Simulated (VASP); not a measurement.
# SnSe (I4/mmm) in VASP: a series of runs

Runs on SnSe. Level: PBE+D3(BJ). Tasks: single point.

Program: VASP 6.6.1. These are calculated values, not measurements. Logs are shortened: lines on timing, memory, paths and dates and some standing lists are left out, and cuts for length are marked.

## (1) The cell of the first run

It takes space group I4/mmm (No. 139, tetragonal). Conventional cell: a = 4.163 Å, b = 4.163 Å, c = 6.067 Å, α = 90.00°, β = 90.00°, γ = 90.00°. Sn (site symmetry 4/mmm) has 6 Se at 2.94 to 3.03 Å within 3.9 Å. Se (site symmetry 4/mmm) has 6 Sn at 2.94 to 3.03 Å within 3.9 Å.

## (2) Single point, PBE+D3(BJ) (strain -0.015 along x and y, +0.015 along z)

Contents of INCAR:

```
SYSTEM = SnSe
PREC = Accurate
ENCUT = 520
EDIFF = 1E-6
ISMEAR = 0
SIGMA = 0.05
LREAL = .False.
LASPH = .True.
NELM = 60
ALGO = Normal
ISIF = 2
LWAVE = .False.
LCHARG = .True.
GGA = PE
IVDW = 12
LELF = .True.
LVHAR = .True.
NBANDS = 17
```

Contents of KPOINTS:

```
regular mesh
0
Gamma
  10 10 10
  0 0 0
```

Contents of POSCAR:

```
SnSe
1.0
    0.0000000000      2.9439373071      3.0336003723
    2.9439373071      0.0000000000      3.0336003723
    2.9439373071      2.9439373071      0.0000000000
Sn Se
1 1
Direct
    0.0000000000      0.0000000000      0.0000000000
    0.5000000000      0.5000000000      0.5000000000
```

Potentials or basis: VASP PAW PBE potentials, release 64 (Sn_d, Se).

Command:

```bash
cat potpaw_PBE.64/Sn_d/POTCAR potpaw_PBE.64/Se/POTCAR > POTCAR
mpirun -np 1 vasp_std > vasp.out
```

OUTCAR:

```text
SYSTEM = SnSe
   PREC = Accurate
   ENCUT = 520
   EDIFF = 1E-6
   ISMEAR = 0
   LREAL = .False.
   LASPH = .True.
   NELM = 60
   ISIF = 2
   GGA = PE
   IVDW = 12
 IVDW          = 12

 ion  position               nearest neighbor table
   1  0.000  0.000  0.000-   2 2.94   2 2.94   2 2.94   2 2.94   2 3.03   2 3.03
   2  0.500  0.500  0.500-   1 2.94   1 2.94   1 2.94   1 2.94   1 3.03   1 3.03

  LATTYP: Found a body centered tetragonal cell.
 ALAT       =     4.1633560665
 C/A-ratio  =     1.4572860567

  Lattice vectors:

 A1 = (  -2.9439373071,   0.0000000000,   3.0336003723)
 A2 = (   2.9439373071,   0.0000000000,   3.0336003723)
 A3 = (   0.0000000000,   2.9439373071,  -3.0336003723)

Analysis of symmetry for initial positions (statically):
=====================================================================
 Subroutine PRICEL returns:
 Original cell was already a primitive cell.

 Routine SETGRP: Setting up the symmetry group for a
 body centered tetragonal supercell.

 Subroutine GETGRP returns: Found 16 space group operations
 (whereof 16 operations were pure point group operations)
 out of a pool of 16 trial point group operations.

The static configuration has the point symmetry D_4h.

Analysis of symmetry for dynamics (positions and initial velocities):
=====================================================================
 Subroutine PRICEL returns:
 Original cell was already a primitive cell.

 Routine SETGRP: Setting up the symmetry group for a
 body centered tetragonal supercell.

 Subroutine GETGRP returns: Found 16 space group operations
 (whereof 16 operations were pure point group operations)
 out of a pool of 16 trial point group operations.

The dynamic configuration has the point symmetry D_4h.

 Subroutine INISYM returns: Found 16 space group operations
 (whereof 16 operations are pure point group operations),
 and found     1 'primitive' translations

----------------------------------------------------------------------------------------

                                     Primitive cell

  volume of cell :      52.5830

  direct lattice vectors                    reciprocal lattice vectors
     0.000000000  2.943937307  3.033600372    -0.169840573  0.169840573  0.164820655
     2.943937307  0.000000000  3.033600372     0.169840573 -0.169840573  0.164820655
     2.943937307  2.943937307  0.000000000     0.169840573  0.169840573 -0.164820655

  length of vectors
     4.227232911  4.227232911  4.163356066     0.291303088  0.291303088  0.291303088
[... 80 lines left out ...]
   NELM   =     60;   NELMIN=  2; NELMDL= -5     # of ELM steps
   EDIFF  = 0.1E-05   stopping-criterion for ELM
   LREAL  =      F    real-space projection
   EDIFFG = 0.1E-04   stopping-criterion for IOM
   NSW    =      0    number of steps for IOM
   IBRION =     -1    ionic relax: 0-MD 1-quasi-New 2-CG
   NFREE  =      0    steps in history (QN), initial steepest desc. (CG)
   ISIF   =      2    stress and relaxation
   ISYM   =      2    0-nonsym 1-usesym 2-fastsym
   POTIM  = 0.5000    time-step for ionic-motion
   TEBEG  =    0.0;   TEEND  =   0.0 temperature during run
   PSTRESS=    0.0 pullay stress
   NELECT =      20.0000    total number of electrons
   NUPDOWN=      -1.0000    fix difference up-down
   EMIN   =  10.00;   EMAX   =-10.00  energy-range for DOS
   EFERMI =   0.00;   METHOD = LEGACY
   ISMEAR =     0;   SIGMA  =   0.05  broadening in eV -4-tet -1-fermi 0-gaus
   EFERMI_NEDOS =   21; number of points for ismear=-14 and -15
   IALGO  =     38    algorithm
   IMIX   =      4    mixing-type and parameters
     AMIX     =   0.40;   BMIX     =  1.00
     AMIX_MAG =   1.60;   BMIX_MAG =  1.00
  volume/ion in A,a.u.               =      26.29       177.42
  Fermi-wavevector in a.u.,A,eV,Ry     =   1.186141  2.241482 19.142453  1.406931
  Thomas-Fermi vector in A             =   2.322320
   LORBIT       =      0    0 simple, 1 ext, 2 COOP (PROOUT), +10 PAW based schemes
   GGA     = PE    functional components
   LHFCALC =     F    Hartree Fock is set to
   AEXX    =    0.0000 exact exchange contribution
   IVDW    =    12    specifies the selected vdW correction
   LEPSILON=     F    determine dielectric tensor
   LRPA    =     F    only Hartree local field effects (RPA)
 non-spin polarized calculation
 Gauss-broadening in eV      SIGMA  =   0.05
  energy-cutoff  :      520.00
  volume of cell :       52.58
 maximum number of plane-waves:      1431
   NGX = 15   NGY = 15   NGZ = 15

 number of electron      20.0000005 magnetization

 Free energy of the ion-electron system (eV)
  ---------------------------------------------------
  ext. energy  EPLUGINS =         0.00000000
  ---------------------------------------------------
  free energy    TOTEN  =        -8.17404913 eV

  energy without entropy =       -8.17404913  energy(sigma->0) =       -8.17404913

 E-fermi :   6.2856     XC(G=0):  -9.7637

 val. band max:        6.0910081438   @ k =  -0.2000   0.2000   0.0000
 cond. band min:       6.4876189229   @ k =  -0.4000  -0.0000   0.1000
 fundamental gap:      0.3966107791
 Fermi energy:         6.2855677300

 k-point     1 :       0.0000    0.0000    0.0000
  band No.  band energies     occupation
      1     -15.6021      2.00000
      2     -15.5982      2.00000
      3     -15.5982      2.00000
      4     -15.5894      2.00000
      5     -15.5877      2.00000
      6      -8.1207      2.00000
[... 457 lines left out ...]
      4     -15.5837      2.00000
      5     -15.5808      2.00000
      6      -7.1644      2.00000
[... 9 lines left out ...]
     16      16.8079      0.00000
     17      17.3269      0.00000

 [... further k-points ...]

------------------------ aborting loop because EDIFF is reached ----------------------------------------

 Edisp (eV)   -0.73364

 E8    (eV) :    -0.3306

  FORCE on cell =-STRESS in cart. coord.  units (eV):
  Direction    XX          YY          ZZ          XY          YZ          ZX
  --------------------------------------------------------------------------------------
  -------------------------------------------------------------------------------------
  Total       0.76177     0.76177    -0.58324     0.00000    -0.00000     0.00000
  in kB      23.21066    23.21066   -17.77111     0.00000    -0.00000     0.00000
  external pressure =        9.55 kB  Pullay stress =        0.00 kB

 VOLUME and BASIS-vectors are now :
 -----------------------------------------------------------------------------
  energy-cutoff  :      520.00
  volume of cell :       52.58
      direct lattice vectors                 reciprocal lattice vectors
     0.000000000  2.943937307  3.033600372    -0.169840573  0.169840573  0.164820655
     2.943937307  0.000000000  3.033600372     0.169840573 -0.169840573  0.164820655
     2.943937307  2.943937307  0.000000000     0.169840573  0.169840573 -0.164820655

 POSITION                                       TOTAL-FORCE (eV/Angst)
 -----------------------------------------------------------------------------------
      0.00000      0.00000      0.00000        -0.000000      0.000000      0.000000
      2.94394      2.94394      3.03360         0.000000     -0.000000     -0.000000
 -----------------------------------------------------------------------------------
    total drift:                                0.000000     -0.000000     -0.000000

  FREE ENERGIE OF THE ION-ELECTRON SYSTEM (eV)
  ---------------------------------------------------
  free  energy   TOTEN  =        -8.9076847062 eV

  energy  without entropy=       -8.9076847061  energy(sigma->0) =       -8.90768471
```

stdout:

```text
POSCAR found type information on POSCAR SnSe
 POSCAR found :  2 types and       2 ions
 scaLAPACK will be used
 LDA part: xc-table for (Slater+PW92), standard interpolation
 POSCAR, INCAR and KPOINTS ok, starting setup
 FFT: planning ... GRIDC
 FFT: planning ... GRID_SOFT
 FFT: planning ... GRID
 WAVECAR not read
 entering main loop
```

Wall time 24 s (1 thread of Intel Xeon 6975P-C (Granite Rapids), shared host); peak memory 0.24 GiB.

What came out:

- Free energy: -8.9077 eV
- Pressure: 1.0 GPa
- Band gap on the k mesh: 0.40 eV (least direct gap 0.50 eV)
- Dispersion energy per atom: -0.367 eV

Stress tensor (GPa, compression positive):
```
 2.32  0.00  0.00
 0.00  2.32  0.00
 0.00  0.00 -1.78
```

Caveat: the cell differs from its parent crystal (strain -0.015 along x and y, +0.015 along z); semilocal functionals underestimate gaps, and a narrow one can read as zero; spin-orbit coupling is left out, which moves the levels of the heavy elements.

## (3) Single point, PBE+D3(BJ) (strain -0.015 along x and y, +0.030 along z)

Contents of INCAR:

```
  PREC = Accurate
  ENCUT = 520
  EDIFF = 1E-6
  ISMEAR = 0
  SIGMA = 0.05
  LREAL = False
  LASPH = True
  NELM = 80
  ALGO = Normal
  ISIF = 2
  LWAVE = False
  LCHARG = False
  GGA = PE
  IVDW = 12
  NBANDS = 17
```

Contents of KPOINTS:

```
regular mesh
0
Gamma
  10 10 10
```

Contents of POSCAR:

```
SnSe
1.0
    0.0000000000      2.9439373071      3.0784319049
    2.9439373071      0.0000000000      3.0784319049
    2.9439373071      2.9439373071      0.0000000000
Sn Se
1 1
Direct
    0.0000000000      0.0000000000      0.0000000000
    0.5000000000      0.5000000000      0.5000000000
```

Potentials or basis: VASP PAW PBE potentials, release 64 (Sn_d, Se).

Command:

```bash
cat potpaw_PBE.64/Sn_d/POTCAR potpaw_PBE.64/Se/POTCAR > POTCAR
mpirun -np 1 vasp_std > vasp.out
```

Run time: 23 s. Hardware: 1 thread of Intel Xeon 6975P-C (Granite Rapids), shared host; peak memory 0.25 GiB.

It converged, with:

* Free energy: -8.8952 eV
* Pressure: 0.3 GPa
* Band gap on the k mesh: 0.37 eV (least direct gap 0.46 eV)
* Dispersion energy per atom: -0.361 eV

Stress tensor (GPa, compression positive):
```
 2.15  0.00  0.00
 0.00  2.15  0.00
 0.00  0.00 -3.43
```

Levels at points of the mesh, in eV from the valence-band top:
```tsv
k point	band 7	band 8	band 9	band 10	band 11	band 12	band 13	band 14
(0.00, 0.00, 0.00)	-5.08	-2.49	-2.49	-2.08	3.63	4.67	4.67	5.53
(0.50, 0.00, 0.00)	-8.27	-2.15	-2.05	-0.13	0.60	1.05	1.26	8.21
(0.50, 0.50, 0.00)	-5.96	-5.66	-3.77	-3.77	2.95	5.55	5.55	5.62
(0.50, 0.00, 0.50)	-6.16	-5.76	-4.12	-3.62	2.82	4.77	5.86	6.23
```

Caveat: the cell differs from its parent crystal (strain -0.015 along x and y, +0.030 along z); the stress differs along the axes, from -3 to 2 GPa; semilocal functionals underestimate gaps, and a narrow one can read as zero; spin-orbit coupling is left out, which moves the levels of the heavy elements. A k mesh can miss the band edges.

## (4) Single point, PBE+D3(BJ) (strain +0.000 along x and y, +0.015 along z)

Contents of INCAR:

```
ALGO = Normal
EDIFF = 1E-6
ENCUT = 520
GGA = PE
ISIF = 2
ISMEAR = 0
IVDW = 12
LASPH = T
LCHARG = F
LREAL = F
LWAVE = F
NBANDS = 17
NELM = 60
PREC = Accurate
SIGMA = 0.05
```

Contents of KPOINTS:

```
k-points
0
Gamma
  10 10 10
```

Contents of POSCAR:

```
SnSe
1.0
    0.0000000000      2.9887688397      3.0336003723
    2.9887688397      0.0000000000      3.0336003723
    2.9887688397      2.9887688397      0.0000000000
Sn Se
1 1
Direct
    0.0000000000      0.0000000000      0.0000000000
    0.5000000000      0.5000000000      0.5000000000
```

Potentials or basis: VASP PAW PBE potentials, release 64 (Sn_d, Se).

Command:

```bash
cat potpaw_PBE.64/Sn_d/POTCAR potpaw_PBE.64/Se/POTCAR > POTCAR
mpirun -np 1 vasp_std > vasp.out
```

OUTCAR:

```text
EDIFF = 1E-6
   ENCUT = 520
   GGA = PE
   ISIF = 2
   ISMEAR = 0
   IVDW = 12
   LASPH = T
   LREAL = F
   NELM = 60
   PREC = Accurate
 IVDW          = 12

 ion  position               nearest neighbor table
   1  0.000  0.000  0.000-   2 2.99   2 2.99   2 2.99   2 2.99   2 3.03   2 3.03
   2  0.500  0.500  0.500-   1 2.99   1 2.99   1 2.99   1 2.99   1 3.03   1 3.03

  LATTYP: Found a body centered tetragonal cell.
 ALAT       =     4.2267574279
 C/A-ratio  =     1.4354267658

  Lattice vectors:

 A1 = (  -2.9887688397,   0.0000000000,   3.0336003723)
 A2 = (   2.9887688397,   0.0000000000,   3.0336003723)
 A3 = (   0.0000000000,   2.9887688397,  -3.0336003723)

Analysis of symmetry for initial positions (statically):
=====================================================================
 Subroutine PRICEL returns:
 Original cell was already a primitive cell.

 Routine SETGRP: Setting up the symmetry group for a
 body centered tetragonal supercell.

 Subroutine GETGRP returns: Found 16 space group operations
 (whereof 16 operations were pure point group operations)
 out of a pool of 16 trial point group operations.

The static configuration has the point symmetry D_4h.

[... 160 lines left out ...]
 E-fermi :   5.9004     XC(G=0):  -9.6259

 val. band max:        5.6510391995   @ k =   0.5000   0.0000   0.0000
 cond. band min:       6.1543022932   @ k =  -0.4000   0.0000   0.1000
 fundamental gap:      0.5032630937
 Fermi energy:         5.9003946404

 k-point     1 :       0.0000    0.0000    0.0000
  band No.  band energies     occupation
      1     -15.9452      2.00000
      2     -15.9451      2.00000
      3     -15.9451      2.00000
      4     -15.9403      2.00000
      5     -15.9378      2.00000
      6      -8.2480      2.00000
[... 457 lines left out ...]
      4     -15.9319      2.00000
      5     -15.9301      2.00000
      6      -7.3300      2.00000
[... 9 lines left out ...]
     16      16.3792      0.00000
     17      16.9556      0.00000

 [... further k-points ...]

------------------------ aborting loop because EDIFF is reached ----------------------------------------

 Edisp (eV)   -0.71121

 E8    (eV) :    -0.3206

  FORCE on cell =-STRESS in cart. coord.  units (eV):
  Direction    XX          YY          ZZ          XY          YZ          ZX
  --------------------------------------------------------------------------------------
  -------------------------------------------------------------------------------------
  Total      -0.05515    -0.05515    -0.67369     0.00000     0.00000     0.00000
  in kB      -1.63042    -1.63042   -19.91589     0.00000     0.00000     0.00000
  external pressure =       -7.73 kB  Pullay stress =        0.00 kB

 VOLUME and BASIS-vectors are now :
 -----------------------------------------------------------------------------
  energy-cutoff  :      520.00
  volume of cell :       54.20
      direct lattice vectors                 reciprocal lattice vectors
     0.000000000  2.988768840  3.033600372    -0.167292965  0.167292965  0.164820655
     2.988768840  0.000000000  3.033600372     0.167292965 -0.167292965  0.164820655
     2.988768840  2.988768840  0.000000000     0.167292965  0.167292965 -0.164820655

 POSITION                                       TOTAL-FORCE (eV/Angst)
 -----------------------------------------------------------------------------------
      0.00000      0.00000      0.00000         0.000000      0.000000     -0.000000
      2.98877      2.98877      3.03360        -0.000000     -0.000000      0.000000
 -----------------------------------------------------------------------------------
    total drift:                                0.000000     -0.000000     -0.000000

  FREE ENERGIE OF THE ION-ELECTRON SYSTEM (eV)
  ---------------------------------------------------
  free  energy   TOTEN  =        -8.9186429754 eV

  energy  without entropy=       -8.9186429754  energy(sigma->0) =       -8.91864298
```

Run time: 23 s. Hardware: 1 thread of Intel Xeon 6975P-C (Granite Rapids), shared host; peak memory 0.24 GiB.

Results:

| Quantity | Value |
| --- | --- |
| Free energy | -8.9186 eV |
| Pressure | -0.8 GPa |
| Band gap on the k mesh | 0.50 eV (least direct gap 0.60 eV) |
| Dispersion energy per atom | -0.356 eV |

Levels at points of the mesh, in eV from the valence-band top:
| k point | band 6 | band 7 | band 8 | band 9 | band 10 | band 11 | band 12 | band 13 | band 14 | band 15 |
| --- | --- | --- | --- | --- | --- | --- | --- | --- | --- | --- |
| (0.00, 0.00, 0.00) | -13.90 | -5.03 | -2.24 | -2.24 | -2.10 | 4.12 | 4.47 | 4.47 | 5.79 | 5.91 |
| (0.50, 0.00, 0.00) | -12.95 | -8.07 | -1.97 | -1.94 | 0.00 | 0.62 | 1.22 | 1.29 | 8.28 | 10.13 |
| (0.50, 0.50, 0.00) | -12.71 | -5.96 | -5.48 | -3.63 | -3.63 | 3.05 | 5.45 | 5.45 | 5.89 | 10.48 |
| (0.50, 0.00, 0.50) | -12.65 | -6.02 | -5.51 | -3.75 | -3.58 | 3.00 | 5.19 | 5.55 | 6.09 | 10.45 |

Caveat: the cell differs from its parent crystal (strain +0.000 along x and y, +0.015 along z); semilocal functionals underestimate gaps, and a narrow one can read as zero; spin-orbit coupling is left out, which moves the levels of the heavy elements. A k mesh can miss the band edges.

## (5) Single point, PBE+D3(BJ) (strain +0.000 along x and y, +0.030 along z)

Contents of INCAR:

```
SYSTEM = SnSe
PREC = Accurate ; ENCUT = 520
EDIFF = 1E-7 ; ISMEAR = 0
SIGMA = 0.05 ; LREAL = .False.
LASPH = .True. ; NELM = 100
ALGO = Normal ; ISIF = 2
LWAVE = .False. ; LCHARG = .False.
GGA = PE ; IVDW = 12
NBANDS = 17
```

Contents of KPOINTS:

```
Automatic mesh
0
Gamma
  10 10 10
  0 0 0
```

Contents of POSCAR:

```
SnSe
1.0
    0.0000000000      2.9887688397      3.0784319049
    2.9887688397      0.0000000000      3.0784319049
    2.9887688397      2.9887688397      0.0000000000
Sn Se
1 1
Direct
    0.0000000000      0.0000000000      0.0000000000
    0.5000000000      0.5000000000      0.5000000000
```

Command:

```bash
cat potpaw_PBE.64/Sn_d/POTCAR potpaw_PBE.64/Se/POTCAR > POTCAR
mpirun -np 1 vasp_std > vasp.out
```

Run time: 26 s. Hardware: 1 thread of Intel Xeon 6975P-C (Granite Rapids), shared host; peak memory 0.25 GiB.

Results (log left out):

- Free energy: -8.9048 eV
- Pressure: -1.4 GPa
- Band gap on the k mesh: 0.49 eV (least direct gap 0.56 eV)
- Dispersion energy per atom: -0.350 eV

Stress tensor (GPa, compression positive):
```
-0.28  0.00  0.00
 0.00 -0.28  0.00
 0.00  0.00 -3.59
```

Levels at points of the mesh, in eV from the valence-band top:
```csv
k point,band 8,band 9,band 10,band 11,band 12,band 13
"(0.00, 0.00, 0.00)",-2.25,-2.25,-1.98,3.85,4.52,4.52
"(0.50, 0.00, 0.00)",-1.95,-1.89,0.00,0.57,1.20,1.33
"(0.50, 0.50, 0.00)",-5.36,-3.55,-3.55,3.12,5.41,5.41
"(0.50, 0.00, 0.50)",-5.43,-3.78,-3.45,3.03,4.91,5.61
```

Caveat: the cell differs from its parent crystal (strain +0.000 along x and y, +0.030 along z); semilocal functionals underestimate gaps, and a narrow one can read as zero; spin-orbit coupling is left out, which moves the levels of the heavy elements. A k mesh can miss the band edges.

## (6) Overview

| cell | gap on the mesh (eV) | pressure (GPa) |
| --- | --- | --- |
| a = 4.227, b = 4.227, c = 4.163 Å, angles 60.5, 60.5, 59.0°, 2 atoms | 0.40 | 1.0 |
| a = 4.260, b = 4.260, c = 4.163 Å, angles 60.7, 60.7, 58.5°, 2 atoms | 0.37 | 0.3 |
| a = 4.259, b = 4.259, c = 4.227 Å, angles 60.2, 60.2, 59.5°, 2 atoms | 0.50 | -0.8 |
| a = 4.291, b = 4.291, c = 4.227 Å, angles 60.5, 60.5, 59.0°, 2 atoms | 0.49 | -1.4 |

Alike in all rows: task single point; level PBE+D3(BJ); potentials or basis VASP PAW PBE potentials, release 64 (Sn_d, Se); no spin polarisation; k mesh 10 × 10 × 10; cutoff (eV) 520; smearing gaussian 0.05 eV.

Caveats: semilocal functionals underestimate gaps, and a narrow one can read as zero; spin-orbit coupling is left out, which moves the levels of the heavy elements; the stress differs along the axes, from -3 to 2 GPa (at least some runs).

Absolute energies hang on the potentials; compare differences alone.
